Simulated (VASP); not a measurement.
Wanted: the native input for a VASP 6.6.1 run.

| Property | Result |
| --- | --- |
| Task | single point |
| Functional | PBE |
| Potentials or basis | VASP PAW PBE potentials, release 64 (Cs_sv, B, Bi_d, Ir) |
| Cutoff | 520 eV |
| k mesh | 6 × 6 × 2 |
| Occupations | gaussian, width 0.1 eV |
| Spin | no spin polarisation |
| Dipole correction | no |
| Further INCAR settings | ALGO = Fast; EDIFF = 1e-07; NBANDS = 48 |

The structure of Cs2Bi2B3Ir2 lies in POSCAR:

```
Cs2Bi2B3Ir2
1.0
    4.9677783431      0.0000000000      0.0000000000
   -2.4838891716      4.3022222455      0.0000000000
    0.0000000000      0.0000000000     14.4313584617
Cs B Bi Ir
2 3 2 2
Direct
    0.6666666667      0.3333333333      0.3195481068
    0.3333333333      0.6666666667      0.6804518932
    0.0000000000      0.5000000000      0.0000000000
    0.5000000000      0.0000000000      0.0000000000
    0.5000000000      0.5000000000      0.0000000000
    0.0000000000      0.0000000000      0.8414353195
    0.0000000000      0.0000000000      0.1585646805
    0.6666666667      0.3333333333      0.9105614989
    0.3333333333      0.6666666667      0.0894385011
```

These files were run (other wordings do the same):

INCAR

```
ALGO = Fast
EDIFF = 1E-7
ENCUT = 520
GGA = PE
ISIF = 2
ISMEAR = 0
LASPH = T
LCHARG = F
LREAL = F
LWAVE = F
NBANDS = 48
NELM = 100
PREC = Accurate
SIGMA = 0.1
```

KPOINTS

```
k-points
0
Gamma
  6 6 2
```

Potentials or basis: VASP PAW PBE potentials, release 64 (Cs_sv, B, Bi_d, Ir).

The run is started by

```sh
$ cat potpaw_PBE.64/Cs_sv/POTCAR potpaw_PBE.64/B/POTCAR potpaw_PBE.64/Bi_d/POTCAR potpaw_PBE.64/Ir/POTCAR > POTCAR
$ mpirun -np 1 vasp_std > vasp.out
```

Results of the run:

* Pressure: 0.2 GPa
* Largest force: 0.236 eV/Å
* Band gap on the k mesh: zero (an odd number of electrons rules out a gap without spin polarisation)

Caveat: spin-orbit coupling is left out, which moves the levels of the heavy elements.

Wall time 14 min on 1 thread of Intel Xeon 8259CL, with other jobs on the host, peak memory 0.56 GiB.
